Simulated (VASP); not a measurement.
# Ge in VASP: further runs

Runs on Ge. Level: PBE. Tasks: single point.

All numbers are computed with VASP 6.6.1; they aren't measurements. Logs are shortened: lines on timing, memory, paths and dates and some standing lists are left out, and cuts for length are marked.

### 1 The cell of the first run

The cell holds a wire or tube with vacuum around it, 2 atoms: a = 9.000 Å, b = 9.300 Å, c = 4.490 Å, α = 90.00°, β = 90.00°, γ = 90.00°.

### 2 Single point, PBE, collinear spin

File INCAR:

```
SYSTEM = Ge
PREC = Accurate
ENCUT = 410
EDIFF = 1E-6
ISMEAR = 0
SIGMA = 0.05
LREAL = .FALSE.
LASPH = .TRUE.
NELM = 200
ALGO = Normal
ISIF = 2
LWAVE = .FALSE.
LCHARG = .TRUE.
ISPIN = 2
MAGMOM = 0.5 0.5
LORBIT = 11
GGA = PE
LELF = .TRUE.
LVHAR = .TRUE.
NBANDS = 25
GGA_COMPAT = .FALSE.
```

File KPOINTS:

```
Automatic mesh
0
G
  1 1 14
  0 0 0
```

File POSCAR:

```
Ge
1.0
    9.0000000000      0.0000000000      0.0000000000
    0.0000000000      9.3000000000      0.0000000000
    0.0000000000      0.0000000000      4.4903119406
Ge
2
Direct
    0.5000000000      0.5000000000      0.0000000000
    0.5000000000      0.5000000000      0.4650000000
```

Potentials or basis: VASP PAW PBE potentials, release 64 (Ge_d).

Run with:

```
> cat potpaw_PBE.64/Ge_d/POTCAR > POTCAR
> mpirun -np 1 vasp_std > vasp.out
```

OUTCAR:

```text
SYSTEM = Ge
   PREC = Accurate
   ENCUT = 410
   EDIFF = 1E-6
   ISMEAR = 0
   LREAL = .FALSE.
   LASPH = .TRUE.
   NELM = 200
   ISIF = 2
   ISPIN = 2
   LORBIT = 11
   GGA = PE

 ion  position               nearest neighbor table
   1  0.500  0.500  0.000-   2 2.09   2 2.40
   2  0.500  0.500  0.465-   1 2.09   1 2.40

  LATTYP: Found a simple orthorhombic cell.
 ALAT       =     4.4903119406
 B/A-ratio  =     2.0043150942
 C/A-ratio  =     2.0711255973

  Lattice vectors:

 A1 = (   0.0000000000,   0.0000000000,   4.4903119406)
 A2 = (   9.0000000000,   0.0000000000,   0.0000000000)
 A3 = (   0.0000000000,   9.3000000000,   0.0000000000)

Analysis of symmetry for initial positions (statically):
=====================================================================
 Subroutine PRICEL returns:
 Original cell was already a primitive cell.

 Routine SETGRP: Setting up the symmetry group for a
 simple orthorhombic supercell.

 Subroutine GETGRP returns: Found  8 space group operations
 (whereof  4 operations were pure point group operations)
 out of a pool of  8 trial point group operations.

The static configuration has the point symmetry C_2v.
 The point group associated with its full space group is D_2h.

Analysis of symmetry for dynamics (positions and initial velocities):
=====================================================================
 Subroutine PRICEL returns:
 Original cell was already a primitive cell.

 Routine SETGRP: Setting up the symmetry group for a
 simple orthorhombic supercell.

 Subroutine GETGRP returns: Found  8 space group operations
 (whereof  4 operations were pure point group operations)
 out of a pool of  8 trial point group operations.

The dynamic configuration has the point symmetry C_2v.
 The point group associated with its full space group is D_2h.

Analysis of structural, dynamic, and magnetic symmetry:
=====================================================================
 Subroutine PRICEL returns:
 Original cell was already a primitive cell.

 Routine SETGRP: Setting up the symmetry group for a
 simple orthorhombic supercell.

 Subroutine GETGRP returns: Found  8 space group operations
 (whereof  4 operations were pure point group operations)
 out of a pool of  8 trial point group operations.

The overall configuration has the point symmetry C_2v.
 The point group associated with its full space group is D_2h.

 Subroutine INISYM returns: Found  8 space group operations
 (whereof  4 operations are pure point group operations),
 and found     1 'primitive' translations

----------------------------------------------------------------------------------------

                                     Primitive cell

  volume of cell :     375.8391

  direct lattice vectors                    reciprocal lattice vectors
     9.000000000  0.000000000  0.000000000     0.111111111  0.000000000  0.000000000
     0.000000000  9.300000000  0.000000000     0.000000000  0.107526882  0.000000000
     0.000000000  0.000000000  4.490311941     0.000000000  0.000000000  0.222701677

  length of vectors
     9.000000000  9.300000000  4.490311941     0.111111111  0.107526882  0.222701677

  position of ions in fractional coordinates (direct lattice)
     0.500000000  0.500000000  0.000000000
     0.500000000  0.500000000  0.465000000

  ion indices of the primitive-cell ions
   primitive index   ion index
                 1           1
                 2           2

----------------------------------------------------------------------------------------

 KPOINTS: Automatic mesh

Automatic generation of k-mesh.
 Grid dimensions read from file:
 generate k-points for:    1    1   14

 Generating k-lattice:

  Cartesian coordinates                     Fractional coordinates (reciprocal lattice)
     0.111111111  0.000000000  0.000000000     1.000000000  0.000000000  0.000000000
     0.000000000  0.107526882  0.000000000     0.000000000  1.000000000  0.000000000
     0.000000000  0.000000000  0.015907263     0.000000000  0.000000000  0.071428571

  Length of vectors
     0.111111111  0.107526882  0.015907263

  Shift w.r.t. Gamma in fractional coordinates (k-lattice)
     0.000000000  0.000000000  0.000000000

 Subroutine IBZKPT returns following result:
 ===========================================

 Found      8 irreducible k-points:

 Following reciprocal coordinates:
            Coordinates               Weight
  0.000000  0.000000  0.000000      1.000000
  0.000000  0.000000  0.071429      2.000000
  0.000000  0.000000  0.142857      2.000000
  0.000000  0.000000  0.214286      2.000000
  0.000000  0.000000  0.285714      2.000000
  0.000000  0.000000  0.357143      2.000000
  0.000000  0.000000  0.428571      2.000000
  0.000000  0.000000  0.500000      1.000000
   k-points           NKPTS =      8   k-points in BZ     NKDIM =      8   number of bands    NBANDS=     25
   number of dos      NEDOS =    301   number of ions     NIONS =      2
   total plane-waves  NPLWV = 115200
   dimension x,y,z NGX =    60 NGY =   64 NGZ =   30
   dimension x,y,z NGXF=   120 NGYF=  128 NGZF=   60
   ions per type =               2
   NGX,Y,Z   is equivalent  to a cutoff of  11.08, 11.44, 11.11 a.u.
   NGXF,Y,Z  is equivalent  to a cutoff of  22.17, 22.88, 22.21 a.u.
 SYSTEM =  Ge
   PREC   = accura    normal or accurate (medium, high low for compatibility)
   ISTART =      0    job   : 0-new  1-cont  2-samecut
   ICHARG =      2    charge: 1-file 2-atom 10-const
   ISPIN  =      2    spin polarized calculation?
   LNONCOLLINEAR =      F non collinear calculations
   LSORBIT =      F    spin-orbit coupling
   LASPH  =      T    aspherical Exc in radial PAW
   ENCUT  =  410.0 eV  30.13 Ry    5.49 a.u.  14.86 15.35  7.41*2*pi/ulx,y,z
   NELM   =    200;   NELMIN=  2; NELMDL= -5     # of ELM steps
   EDIFF  = 0.1E-05   stopping-criterion for ELM
   LREAL  =      F    real-space projection
   EDIFFG = 0.1E-04   stopping-criterion for IOM
   NSW    =      0    number of steps for IOM
   IBRION =     -1    ionic relax: 0-MD 1-quasi-New 2-CG
   NFREE  =      0    steps in history (QN), initial steepest desc. (CG)
   ISIF   =      2    stress and relaxation
   ISYM   =      2    0-nonsym 1-usesym 2-fastsym
   POTIM  = 0.5000    time-step for ionic-motion
   TEBEG  =    0.0;   TEEND  =   0.0 temperature during run
   PSTRESS=    0.0 pullay stress
   NELECT =      28.0000    total number of electrons
   NUPDOWN=      -1.0000    fix difference up-down
   EMIN   =  10.00;   EMAX   =-10.00  energy-range for DOS
   EFERMI =   0.00;   METHOD = LEGACY
   ISMEAR =     0;   SIGMA  =   0.05  broadening in eV -4-tet -1-fermi 0-gaus
   EFERMI_NEDOS =   21; number of points for ismear=-14 and -15
   IALGO  =     38    algorithm
   IMIX   =      4    mixing-type and parameters
     AMIX     =   0.40;   BMIX     =  1.00
     AMIX_MAG =   1.60;   BMIX_MAG =  1.00
  volume/ion in A,a.u.               =     187.92      1268.14
  Fermi-wavevector in a.u.,A,eV,Ry     =   0.688853  1.301744  6.456224  0.474519
  Thomas-Fermi vector in A             =   1.769772
   LORBIT       =     11    0 simple, 1 ext, 2 COOP (PROOUT), +10 PAW based schemes
   GGA     = PE    functional components
   LHFCALC =     F    Hartree Fock is set to
   AEXX    =    0.0000 exact exchange contribution
   IVDW    =     0    specifies the selected vdW correction
   LEPSILON=     F    determine dielectric tensor
   LRPA    =     F    only Hartree local field effects (RPA)
 spin polarized calculation
 Gauss-broadening in eV      SIGMA  =   0.05
  energy-cutoff  :      410.00
  volume of cell :      375.84
 maximum number of plane-waves:      7111
 NGX is ok and might be reduce to    60

 number of electron      28.0000036 magnetization       0.1369319

 Free energy of the ion-electron system (eV)
  ---------------------------------------------------
  ext. energy  EPLUGINS =         0.00000000
  ---------------------------------------------------
  free energy    TOTEN  =        -5.59044476 eV

  energy without entropy =       -5.58613841  energy(sigma->0) =       -5.58829158

 E-fermi :  -3.8795     XC(G=0):  -2.4054

 val. band max:       -4.1702941308   @ k =   0.0000   0.0000   0.3571
 cond. band min:      -3.8790927516   @ k =   0.0000   0.0000   0.4286
 fundamental gap:      0.2912013792
 Fermi energy:        -3.8794653558

 spin component 1

 k-point     1 :       0.0000    0.0000    0.0000
  band No.  band energies     occupation
      1     -28.7581      1.00000
      2     -28.3585      1.00000
      3     -28.3585      1.00000
      4     -28.1308      1.00000
      5     -28.1308      1.00000
      6     -28.0753      1.00000
[... 17 lines left out ...]
     24       3.9596      0.00000
     25       4.0425      0.00000

 k-point     2 :       0.0000    0.0000    0.0714
  band No.  band energies     occupation
      1     -28.7484      1.00000
      2     -28.3548      1.00000
      3     -28.3547      1.00000
      4     -28.1303      1.00000
      5     -28.1303      1.00000
      6     -28.0758      1.00000
[... 17 lines left out ...]
     24       4.0147      0.00000
     25       4.1051      0.00000

 k-point     3 :       0.0000    0.0000    0.1429
  band No.  band energies     occupation
      1     -28.7200      1.00000
      2     -28.3439      1.00000
      3     -28.3438      1.00000
      4     -28.1289      1.00000
      5     -28.1289      1.00000
      6     -28.0772      1.00000
[... 104 lines left out ...]
 k-point     7 :       0.0000    0.0000    0.4286
  band No.  band energies     occupation
      1     -28.5116      1.00000
      2     -28.2652      1.00000
      3     -28.2651      1.00000
      4     -28.1190      1.00000
      5     -28.1190      1.00000
      6     -28.0871      1.00000
[... 17 lines left out ...]
     24       3.6329      0.00000
     25       3.7247      0.00000

 k-point     8 :       0.0000    0.0000    0.5000
  band No.  band energies     occupation
      1     -28.4916      1.00000
      2     -28.2579      1.00000
      3     -28.2579      1.00000
      4     -28.1181      1.00000
      5     -28.1181      1.00000
      6     -28.0880      1.00000
[... 17 lines left out ...]
     24       3.8882      0.00000
     25       3.8920      0.00000
 Fermi energy:        -3.8794653558

 spin component 2

 k-point     1 :       0.0000    0.0000    0.0000
  band No.  band energies     occupation
      1     -28.7559      1.00000
      2     -28.3529      1.00000
      3     -28.3527      1.00000
      4     -28.1230      1.00000
      5     -28.1230      1.00000
      6     -28.0678      1.00000
[... 17 lines left out ...]
     24       3.9863      0.00000
     25       4.0699      0.00000

 k-point     2 :       0.0000    0.0000    0.0714
  band No.  band energies     occupation
      1     -28.7462      1.00000
      2     -28.3491      1.00000
      3     -28.3489      1.00000
      4     -28.1225      1.00000
      5     -28.1225      1.00000
      6     -28.0683      1.00000
[... 17 lines left out ...]
     24       4.0403      0.00000
     25       4.1310      0.00000

 k-point     3 :       0.0000    0.0000    0.1429
  band No.  band energies     occupation
      1     -28.7178      1.00000
      2     -28.3382      1.00000
      3     -28.3381      1.00000
      4     -28.1211      1.00000
      5     -28.1211      1.00000
      6     -28.0697      1.00000
[... 104 lines left out ...]
 k-point     7 :       0.0000    0.0000    0.4286
  band No.  band energies     occupation
      1     -28.5091      1.00000
      2     -28.2596      1.00000
      3     -28.2594      1.00000
      4     -28.1112      1.00000
      5     -28.1112      1.00000
      6     -28.0796      1.00000
[... 17 lines left out ...]
     24       3.6592      0.00000
     25       3.7723      0.00000

 k-point     8 :       0.0000    0.0000    0.5000
  band No.  band energies     occupation
      1     -28.4891      1.00000
      2     -28.2523      1.00000
      3     -28.2522      1.00000
      4     -28.1104      1.00000
      5     -28.1103      1.00000
      6     -28.0805      1.00000
[... 17 lines left out ...]
     24       3.9113      0.00000
     25       3.9233      0.00000

------------------------ aborting loop because EDIFF is reached ----------------------------------------

  FORCE on cell =-STRESS in cart. coord.  units (eV):
  Direction    XX          YY          ZZ          XY          YZ          ZX
  --------------------------------------------------------------------------------------
  -------------------------------------------------------------------------------------
  Total       -0.0632615     -0.0743495      8.2848257      0.0000000      0.0000000      0.0000000
  in kB       -0.2696796     -0.3169471     35.3176656      0.0000000      0.0000000      0.0000000
  external PRESSURE =      11.5770130 kB  Pullay stress =       0.0000000 kB

 VOLUME and BASIS-vectors are now :
 -----------------------------------------------------------------------------
  energy-cutoff  :      410.00
  volume of cell :      375.84
      direct lattice vectors                 reciprocal lattice vectors
     9.000000000  0.000000000  0.000000000     0.111111111  0.000000000  0.000000000
     0.000000000  9.300000000  0.000000000     0.000000000  0.107526882  0.000000000
     0.000000000  0.000000000  4.490311941     0.000000000  0.000000000  0.222701677

 POSITION                                       TOTAL-FORCE (eV/Angst)
 -----------------------------------------------------------------------------------
      4.50000      4.65000      0.00000         0.000000      0.000000     -3.563534
      4.50000      4.65000      2.08800         0.000000      0.000000      3.563534
 -----------------------------------------------------------------------------------
    total drift:                                0.000000      0.000000      0.000031

  FREE ENERGIE OF THE ION-ELECTRON SYSTEM (eV)
  ---------------------------------------------------
  free  energy   TOTEN  =        -5.5904447608 eV

  energy  without entropy=       -5.5861384070  energy(sigma->0) =       -5.58829158

 total charge

# of ion       s       p       d       tot
------------------------------------------
    1        1.247   1.125  10.006  12.377
    2        1.247   1.125  10.006  12.377
--------------------------------------------------
tot          2.493   2.250  20.011  24.755

 magnetization (x)

# of ion       s       p       d       tot
------------------------------------------
    1        0.000   0.027   0.002   0.030
    2        0.000   0.027   0.002   0.030
--------------------------------------------------
tot          0.000   0.055   0.004   0.059
```

Run time: 2.9 min. Hardware: 1 thread of Intel Xeon Platinum 8259CL at 2.50GHz (Skylake/Cascade Lake), shared host; peak memory 0.44 GiB.

What came out:

```
Free energy                                           : -5.5904 eV
Largest force                                         : 3.564 eV/Å
Net moment                                            : 0.14 μB per cell
Site moments                                          : Ge +0.03 μB
Valence electrons inside the program's atomic spheres : Ge 12.38
```

Forces on the atoms (eV/Å):
```
Ge   0.000  0.000 -3.564
Ge   0.000  0.000  3.564
```

Levels at points of the mesh, in eV from the Fermi level:
Spin up:
```csv
k point,band 12,band 13,band 14,band 15,band 16,band 17
"(0.00, 0.00, 0.00)",-3.27,-2.18,-1.32,-1.32,3.78,4.98
"(0.00, 0.00, 0.50)",-7.77,0.23,0.23,1.10,1.10,5.12
```
Spin down:
```
           k point  band 11  band 12  band 13  band 14  band 15  band 16  band 17  band 18
(0.00, 0.00, 0.00)   -10.27    -3.24    -2.12    -1.25    -1.25     3.80     5.05     5.05
(0.00, 0.00, 0.50)    -9.05    -7.74     0.32     0.32     1.15     1.15     5.16     5.63
```

### 3 Single point, PBE, collinear spin

This run uses another cell than the first one: it holds 4 atoms, not 2.

File INCAR:

```
SYSTEM = Ge
PREC = Accurate
ENCUT = 410
EDIFF = 1E-6
ISMEAR = 0
SIGMA = 0.05
LREAL = .FALSE.
LASPH = .TRUE.
NELM = 200
ALGO = Normal
ISIF = 2
LWAVE = .FALSE.
LCHARG = .FALSE.
ISPIN = 2
MAGMOM = 0.5 0.5 0.5 0.5
LORBIT = 11
GGA = PE
NBANDS = 40
GGA_COMPAT = .FALSE.
```

KPOINTS is that of step 2.

File POSCAR:

```
Ge
1.0
   11.4000000000      0.0000000000      0.0000000000
    0.0000000000      9.3000000000      0.0000000000
    0.0000000000      0.0000000000      4.4903119406
Ge
4
Direct
    0.3966046593      0.5000000000      0.0000000000
    0.3966046593      0.5000000000      0.5000000000
    0.6033953407      0.5000000000      0.0000000000
    0.6033953407      0.5000000000      0.5000000000
```

Potentials or basis: VASP PAW PBE potentials, release 64 (Ge_d).

Run with:

```
> cat potpaw_PBE.64/Ge_d/POTCAR > POTCAR
> mpirun -np 1 vasp_std > vasp.out
```

Wall time 5.2 min (1 thread of Intel Xeon Platinum 8259CL at 2.50GHz (Skylake/Cascade Lake), shared host); peak memory 0.55 GiB.

The run converged. Its results:

- Free energy: -13.2222 eV
- Largest force: 1.273 eV/Å
- Band gap on the k mesh: zero (filled and empty bands overlap)
- Net moment: 0.00 μB per cell
- Valence electrons inside the program's atomic spheres: Ge 12.49

Forces in eV/Å, atoms in the order of the input:
```
Ge  -1.273  0.000  0.000
Ge  -1.273  0.000  0.000
Ge   1.273  0.000  0.000
Ge   1.273  0.000  0.000
```

Levels at points of the mesh, in eV from the Fermi level:
Spin up:
| k point | band 26 | band 27 | band 28 | band 29 | band 30 | band 31 |
| --- | --- | --- | --- | --- | --- | --- |
| (0.00, 0.00, 0.00) | -3.08 | -2.88 | -1.34 | -0.65 | 2.08 | 2.61 |
| (0.00, 0.00, 0.50) | -1.61 | -1.14 | -1.14 | 1.30 | 1.30 | 3.76 |
Spin down:
```csv
k point,band 24,band 25,band 26,band 27,band 28,band 29,band 30,band 31,band 32,band 33
"(0.00, 0.00, 0.00)",-5.09,-3.51,-3.08,-2.88,-1.34,-0.65,2.08,2.61,3.10,3.15
"(0.00, 0.00, 0.50)",-7.71,-1.61,-1.61,-1.14,-1.14,1.31,1.31,3.76,3.76,4.24
```

### 4 Single point, PBE, collinear spin

This run uses another cell than the first one: it holds 4 atoms, not 2.

File INCAR:

```
SYSTEM = Ge
  PREC = Accurate
  ENCUT = 410
  EDIFF = 1E-6
  ISMEAR = 0
  SIGMA = 0.05
  LREAL = .False.
  LASPH = .True.
  NELM = 200
  ALGO = Normal
  ISIF = 2
  LWAVE = .False.
  LCHARG = .True.
  ISPIN = 2
  MAGMOM = 0.5 0.5 0.5 0.5
  LORBIT = 11
  GGA = PE
  LELF = .True.
  LVHAR = .True.
  NBANDS = 40
  GGA_COMPAT = .False.
```

File KPOINTS:

```
Automatic mesh
0
Gamma
  1 1 14
  0 0 0
```

File POSCAR:

```
Ge
1.0
   11.4000000000      0.0000000000      0.0000000000
    0.0000000000      9.3000000000      0.0000000000
    0.0000000000      0.0000000000      4.9513661951
Ge
4
Direct
    0.3900793877      0.5000000000      0.0000000000
    0.3900793877      0.5000000000      0.5000000000
    0.6099206123      0.5000000000      0.0000000000
    0.6099206123      0.5000000000      0.5000000000
```

Run with:

```
> cat potpaw_PBE.64/Ge_d/POTCAR > POTCAR
> mpirun -np 1 vasp_std > vasp.out
```

Run time: 6.1 min. Hardware: 1 thread of Intel Xeon Platinum 8259CL at 2.50GHz (Skylake/Cascade Lake), shared host; peak memory 0.66 GiB.

It converged, with:

```yaml
Free_energy: -14.3466 eV
Band_gap_on_the_k_mesh: zero (filled and empty bands overlap)
Net_moment: 0.00 μB per cell
Valence_electrons_inside_the_program's_atomic_spheres: Ge 12.25
```

Forces in eV/Å, atoms in the order of the input:
```
Ge  -0.002  0.000  0.000
Ge  -0.002  0.000  0.000
Ge   0.002  0.000  0.000
Ge   0.002  0.000  0.000
```

Levels at points of the mesh, in eV from the Fermi level:
Spin up:
| k point | band 26 | band 27 | band 28 | band 29 | band 30 | band 31 |
| --- | --- | --- | --- | --- | --- | --- |
| (0.00, 0.00, 0.00) | -2.85 | -2.45 | -2.34 | -0.29 | 1.60 | 2.08 |
| (0.00, 0.00, 0.50) | -1.39 | -0.82 | -0.82 | 1.24 | 1.24 | 2.75 |
Spin down:
| k point | band 25 | band 26 | band 27 | band 28 | band 29 | band 30 | band 31 | band 32 |
| --- | --- | --- | --- | --- | --- | --- | --- | --- |
| (0.00, 0.00, 0.00) | -2.99 | -2.85 | -2.45 | -2.34 | -0.29 | 1.60 | 2.08 | 2.27 |
| (0.00, 0.00, 0.50) | -1.39 | -1.39 | -0.82 | -0.82 | 1.24 | 1.24 | 2.75 | 2.75 |

### 5 Overview

| cell | gap on the mesh (eV) | moment (μB) | largest force (eV/Å) |
| --- | --- | --- | --- |
| a = 9.000, b = 9.300, c = 4.490 Å, 2 atoms, atomic positions A | none | 0.14 | 3.56 |
| a = 11.400, b = 9.300, c = 4.490 Å, 4 atoms, atomic positions B | none | 0.00 | 1.27 |
| a = 11.400, b = 9.300, c = 4.951 Å, 4 atoms, atomic positions C | none | 0.00 | - |

Alike in all rows: task single point; level PBE; potentials or basis VASP PAW PBE potentials, release 64 (Ge_d); spin collinear; k mesh 1 × 1 × 14; cutoff (eV) 410; smearing gaussian 0.05 eV.

Total energies depend on the potentials used, so only differences within one code and one set of settings carry meaning.
